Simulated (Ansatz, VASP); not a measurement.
# Two plane-wave programs on Ge4F

File INCAR:

```
PREC = Accurate
ENCUT = 520
EDIFF = 1E-6
ISMEAR = 0
SIGMA = 0.1
LREAL = F
LASPH = T
NELM = 100
ALGO = Normal
ISIF = 2
LWAVE = F
LCHARG = T
LDIPOL = T
IDIPOL = 3
DIPOL = 0.5 0.5 0.336
GGA = PE
IVDW = 12
LELF = T
LVHAR = T
LVACPOTAV = T
NBANDS = 40
```

Contents of KPOINTS:

```
regular mesh
0
Gamma
  7 7 1
```

The input POSCAR:

```
Ge4F
1.0
    4.0303587907      0.0000000000      0.0000000000
    0.0000000000      4.0303587907      0.0000000000
    0.0000000000      0.0000000000     21.6416627718
Ge F
4 1
Direct
    0.0000000000      0.5000000000      0.1848286817
    0.0000000000      0.0000000000      0.2506714513
    0.5000000000      0.0000000000      0.3196569899
    0.5000000000      0.5000000000      0.3854446333
    0.5000000000      0.6250000000      0.5379282957
```

Input for Ansatz:

```yaml
crystal:
  lattice:
    - [4.0303587907, 0.0, 0.0]
    - [0.0, 4.0303587907, 0.0]
    - [0.0, 0.0, 21.6416627718]
  atoms:
    - { symbol: Ge, position: [0.0, 0.5, 0.1848286817] }
    - { symbol: Ge, position: [0.0, 0.0, 0.2506714513] }
    - { symbol: Ge, position: [0.5, 0.0, 0.3196569899] }
    - { symbol: Ge, position: [0.5, 0.5, 0.3854446333] }
    - { symbol: F, position: [0.5, 0.625, 0.5379282957] }
basis:
  ecutwfc: 420
kpoints:
  mp_grid: { grid: [7, 7, 1] }
hamiltonian:
  xc: pbe
  pseudopotentials: { kind: paw, azcp: { folder: soft_1 } }
  dispersion: d3bj
scf:
  occupations: { method: gaussian, width: 0.1 }
output:
  forces: true
  eigenvalues: true
efield:
  axis: 3
  dipole_correction: true
  ramp_width: 0.04
```

Alike in both runs: task single point; functional PBE; dispersion D3(BJ); k mesh 7 × 7 × 1; occupations gaussian, width 0.1 eV; no spin polarisation.

|  | VASP | Ansatz |
| --- | --- | --- |
| version | VASP 6.6.1 | Ansatz 0.2.0 |
| potentials or method | VASP PAW PBE potentials, release 64 (Ge_d, F), cutoff 520 eV | scalar-relativistic, plane waves, PAW |
| valence electrons in the cell | 63 | 63 |

```tsv
	VASP	Ansatz	Ansatz less VASP
gap on the k mesh at the Fermi level (eV)	none	none	-
rms of the force components (eV/Å)	0.322	0.323	+0.0006
work function, face that differs most (eV)	10.45	10.46	+0.003
```

Atom by atom the forces differ by 0.002 eV/Å (rms over components). A gap of «none» marks a metal or a gap that the smearing closes.
